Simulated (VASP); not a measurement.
# Ag (Fm-3m) in VASP: further runs

Aim: see how the results for Ag move with the level of theory and the settings. Levels: PBE, LDA. Tasks: single point.

Everything below comes from runs of VASP 6.6.1. Logs are shortened: lines on timing, memory, paths and dates and some standing lists are left out, and cuts for length are marked.

## (1) The cell of the first run

Symmetry: Fm-3m, No. 225, cubic system. The conventional cell has a = 3.499 Å, b = 3.499 Å, c = 3.499 Å, α = 90.00°, β = 90.00°, γ = 90.00°. Within 3.3 Å of Ag (site symmetry m-3m) lie 12 Ag at 2.47 Å.

## (2) Single point, PBE

Contents of INCAR:

```
ALGO     = Normal         # electronic algorithm
EDIFF    = 1E-6           # SCF threshold, eV
ENCUT    = 520            # plane-wave cutoff, eV
GGA      = PE             # functional
ISIF     = 2              # what is computed and relaxed
ISMEAR   = -1             # smearing method
LASPH    = T              # aspherical terms in the spheres
LCHARG   = F              # write CHGCAR
LREAL    = F              # projectors in reciprocal space
LWAVE    = F              # write WAVECAR
NBANDS   = 12             # bands
NELM     = 100            # most SCF steps
PREC     = Accurate       # precision mode
SIGMA    = 0.1            # smearing width, eV
```

Contents of KPOINTS:

```
k-points
0
Gamma
  16 16 16
```

Contents of POSCAR:

```
Ag
1.0
    0.0000000000      1.7493933460      1.7493933460
    1.7493933460      0.0000000000      1.7493933460
    1.7493933460      1.7493933460      0.0000000000
Ag
1
Direct
    0.0000000000      0.0000000000      0.0000000000
```

Potentials or basis: VASP PAW PBE potentials, release 64 (Ag).

Command:

```bash
> cat potpaw_PBE.64/Ag/POTCAR > POTCAR
> mpirun -np 1 vasp_std > vasp.out
```

OUTCAR:

```text
EDIFF = 1E-6
   ENCUT = 520
   GGA = PE
   ISIF = 2
   ISMEAR = -1
   LASPH = T
   LREAL = F
   NELM = 100
   PREC = Accurate

 ion  position               nearest neighbor table
   1  0.000  0.000  0.000-

  LATTYP: Found a face centered cubic cell.
 ALAT       =     3.4987866920

  Lattice vectors:

 A1 = (   0.0000000000,   1.7493933460,   1.7493933460)
 A2 = (   1.7493933460,   0.0000000000,   1.7493933460)
 A3 = (   1.7493933460,   1.7493933460,   0.0000000000)

Analysis of symmetry for initial positions (statically):
=====================================================================
 Subroutine PRICEL returns:
 Original cell was already a primitive cell.

 Routine SETGRP: Setting up the symmetry group for a
 face centered cubic supercell.

 Subroutine GETGRP returns: Found 48 space group operations
 (whereof 48 operations were pure point group operations)
 out of a pool of 48 trial point group operations.

The static configuration has the point symmetry O_h .

Analysis of symmetry for dynamics (positions and initial velocities):
=====================================================================
 Subroutine PRICEL returns:
 Original cell was already a primitive cell.

 Routine SETGRP: Setting up the symmetry group for a
 face centered cubic supercell.

 Subroutine GETGRP returns: Found 48 space group operations
 (whereof 48 operations were pure point group operations)
 out of a pool of 48 trial point group operations.

The dynamic configuration has the point symmetry O_h .

 Subroutine INISYM returns: Found 48 space group operations
 (whereof 48 operations are pure point group operations),
 and found     1 'primitive' translations

----------------------------------------------------------------------------------------

                                     Primitive cell

  volume of cell :      10.7076

  direct lattice vectors                    reciprocal lattice vectors
     0.000000000  1.749393346  1.749393346    -0.285813366  0.285813366  0.285813366
     1.749393346  0.000000000  1.749393346     0.285813366 -0.285813366  0.285813366
     1.749393346  1.749393346  0.000000000     0.285813366  0.285813366 -0.285813366

  length of vectors
     2.474015796  2.474015796  2.474015796     0.495043271  0.495043271  0.495043271

  position of ions in fractional coordinates (direct lattice)
     0.000000000  0.000000000  0.000000000

  ion indices of the primitive-cell ions
   primitive index   ion index
                 1           1
[... 72 lines left out ...]
   EDIFF  = 0.1E-05   stopping-criterion for ELM
   LREAL  =      F    real-space projection
   EDIFFG = 0.1E-04   stopping-criterion for IOM
   NSW    =      0    number of steps for IOM
   IBRION =     -1    ionic relax: 0-MD 1-quasi-New 2-CG
   NFREE  =      0    steps in history (QN), initial steepest desc. (CG)
   ISIF   =      2    stress and relaxation
   ISYM   =      2    0-nonsym 1-usesym 2-fastsym
   POTIM  = 0.5000    time-step for ionic-motion
   TEBEG  =    0.0;   TEEND  =   0.0 temperature during run
   PSTRESS=    0.0 pullay stress
   NELECT =      11.0000    total number of electrons
   NUPDOWN=      -1.0000    fix difference up-down
   EMIN   =  10.00;   EMAX   =-10.00  energy-range for DOS
   EFERMI =   0.00;   METHOD = LEGACY
   ISMEAR =    -1;   SIGMA  =   0.10  broadening in eV -4-tet -1-fermi 0-gaus
   EFERMI_NEDOS =   21; number of points for ismear=-14 and -15
   IALGO  =     38    algorithm
   IMIX   =      4    mixing-type and parameters
     AMIX     =   0.40;   BMIX     =  1.00
     AMIX_MAG =   1.60;   BMIX_MAG =  1.00
  volume/ion in A,a.u.               =      10.71        72.26
  Fermi-wavevector in a.u.,A,eV,Ry     =   1.651866  3.121575 37.125709  2.728663
  Thomas-Fermi vector in A             =   2.740573
   LORBIT       =      0    0 simple, 1 ext, 2 COOP (PROOUT), +10 PAW based schemes
   GGA     = PE    functional components
   LHFCALC =     F    Hartree Fock is set to
   AEXX    =    0.0000 exact exchange contribution
   IVDW    =     0    specifies the selected vdW correction
   LEPSILON=     F    determine dielectric tensor
   LRPA    =     F    only Hartree local field effects (RPA)
 non-spin polarized calculation
  energy-cutoff  :      520.00
  volume of cell :       10.71
 maximum number of plane-waves:       303
   NGX =  9   NGY =  9   NGZ =  9

 number of electron      11.0000003 magnetization

 Free energy of the ion-electron system (eV)
  ---------------------------------------------------
  ext. energy  EPLUGINS =         0.00000000
  ---------------------------------------------------
  free energy    TOTEN  =        -0.20639905 eV

  energy without entropy =       -0.19797622  energy(sigma->0) =       -0.20218763

 E-fermi :  17.3495     XC(G=0): -15.2176

 val. band max:       17.3339603809   @ k =   0.5000   0.2500   0.1250
 cond. band min:      17.3503178288   @ k =  -0.1875   0.3125   0.1250
 fundamental gap:      0.0163574479
 Fermi energy:        17.3495493657

 k-point     1 :       0.0000    0.0000    0.0000
  band No.  band energies     occupation
      1       5.0380      2.00000
      2       9.6457      2.00000
      3       9.6457      2.00000
      4       9.6457      2.00000
      5      11.9569      2.00000
      6      11.9569      2.00000
      7      32.8807      0.00000
      8      39.3708      0.00000
      9      39.3708      0.00000
     10      39.3708      0.00000
     11      45.8317      0.00000
     12      52.0282      0.00000
[... 331 lines left out ...]
 k-point    24 :      -0.0625    0.0625    0.0000
  band No.  band energies     occupation
      1       5.5167      2.00000
      2       9.4313      2.00000
      3       9.8106      2.00000
      4       9.8713      2.00000
      5      11.7520      2.00000
      6      11.9886      2.00000
      7      33.5311      0.00000
      8      37.3277      0.00000
      9      39.4271      0.00000
     10      40.3549      0.00000
     11      47.7349      0.00000
     12      50.2307      0.00000

 [... further k-points ...]
[... 5 lines left out ...]
  --------------------------------------------------------------------------------------
  -------------------------------------------------------------------------------------
  Total       13.0438396     13.0438396     13.0438396      0.0000000      0.0000000     -0.0000000
  in kB     1951.7474736   1951.7474736   1951.7474736      0.0000000      0.0000000     -0.0000000
  external PRESSURE =    1951.7474736 kB  Pullay stress =       0.0000000 kB

 VOLUME and BASIS-vectors are now :
 -----------------------------------------------------------------------------
  energy-cutoff  :      520.00
  volume of cell :       10.71
      direct lattice vectors                 reciprocal lattice vectors
     0.000000000  1.749393346  1.749393346    -0.285813366  0.285813366  0.285813366
     1.749393346  0.000000000  1.749393346     0.285813366 -0.285813366  0.285813366
     1.749393346  1.749393346  0.000000000     0.285813366  0.285813366 -0.285813366

 POSITION                                       TOTAL-FORCE (eV/Angst)
 -----------------------------------------------------------------------------------
      0.00000      0.00000      0.00000         0.000000      0.000000      0.000000
 -----------------------------------------------------------------------------------
    total drift:                                0.000000     -0.000000      0.000000

  FREE ENERGIE OF THE ION-ELECTRON SYSTEM (eV)
  ---------------------------------------------------
  free  energy   TOTEN  =        -0.2063990465 eV

  energy  without entropy=       -0.1979762202  energy(sigma->0) =       -0.20218763
```

OSZICAR:

```text
N       E                     dE             d eps       ncg     rms          rms(c)
DAV:   1     0.559690551675E+02    0.55969E+02   -0.57399E+03  3504   0.891E+02
DAV:   2     0.272593175931E+00   -0.55696E+02   -0.53302E+02  4108   0.218E+02
DAV:   3    -0.522533109120E+00   -0.79513E+00   -0.79466E+00  4172   0.258E+01
DAV:   4    -0.524295146553E+00   -0.17620E-02   -0.17620E-02  4084   0.130E+00
DAV:   5    -0.524302545773E+00   -0.73992E-05   -0.73986E-05  4248   0.730E-02    0.210E+01
DAV:   6    -0.277279840137E+00    0.24702E+00   -0.37630E-01  4100   0.631E+00    0.121E+01
DAV:   7    -0.211738369604E+00    0.65541E-01   -0.97748E-02  4528   0.313E+00    0.260E+00
DAV:   8    -0.206377806119E+00    0.53606E-02   -0.83958E-03  3748   0.100E+00    0.182E-01
DAV:   9    -0.206393597027E+00   -0.15791E-04   -0.32866E-05  4188   0.581E-02    0.180E-02
DAV:  10    -0.206398900873E+00   -0.53038E-05   -0.35956E-06  4212   0.132E-02    0.280E-03
DAV:  11    -0.206399046472E+00   -0.14560E-06   -0.45410E-08  2476   0.188E-03
   1 F= -.20639905E+00 E0= -.20218763E+00  d E =-.842283E-02
```

Wall time 12 s (1 thread of AMD EPYC 9R14 (Zen 4), shared host); peak memory 0.1 GiB.

Results:

```
Free energy : -0.2064 eV
Pressure    : 195.2 GPa
```

Levels at points of the mesh, in eV from the Fermi level:
```tsv
k point	band 2	band 3	band 4	band 5	band 6	band 7	band 8	band 9	band 10	band 11
(0.00, 0.00, 0.00)	-7.70	-7.70	-7.70	-5.39	-5.39	15.53	22.02	22.02	22.02	28.48
(0.50, 0.00, 0.00)	-7.80	-7.80	-3.63	-3.63	-2.23	6.79	14.91	22.05	22.05	30.48
(0.50, 0.50, 0.00)	-10.92	-3.68	-3.15	-3.15	0.84	11.04	12.64	12.64	23.79	24.00
```

## (3) Single point, LDA

Contents of INCAR:

```
SYSTEM = Ag
PREC = Accurate
ENCUT = 520
EDIFF = 1E-6
ISMEAR = -1
SIGMA = 0.1
LREAL = .FALSE.
LASPH = .TRUE.
NELM = 60
ALGO = Normal
ISIF = 2
LWAVE = .FALSE.
LCHARG = .TRUE.
GGA = CA
LELF = .TRUE.
LVHAR = .TRUE.
NBANDS = 12
```

Contents of KPOINTS:

```
Automatic mesh
0
G
  16 16 16
  0 0 0
```

POSCAR is that of step 2.

Potentials or basis: VASP PAW LDA potentials, release 64 (Ag).

Command:

```bash
> cat potpaw_LDA.64/Ag/POTCAR > POTCAR
> mpirun -np 1 vasp_std > vasp.out
```

It took 11 s on 1 thread of AMD EPYC 9R14 (Zen 4), shared host; peak memory 0.09 GiB.

The run converged. Its results:

- Free energy: -1.9378 eV
- Pressure: 170.3 GPa

Levels at points of the mesh, in eV from the Fermi level:
| k point | band 3 | band 4 | band 5 | band 6 | band 7 | band 8 | band 9 | band 10 |
| --- | --- | --- | --- | --- | --- | --- | --- | --- |
| (0.00, 0.00, 0.00) | -7.69 | -7.69 | -5.35 | -5.35 | 15.45 | 21.89 | 21.89 | 21.89 |
| (0.50, 0.00, 0.00) | -7.78 | -3.56 | -3.56 | -2.28 | 6.76 | 14.85 | 21.85 | 21.85 |
| (0.50, 0.50, 0.00) | -3.61 | -3.08 | -3.08 | 0.76 | 11.04 | 12.49 | 12.49 | 23.84 |

(Continued in part 2 of 2.)
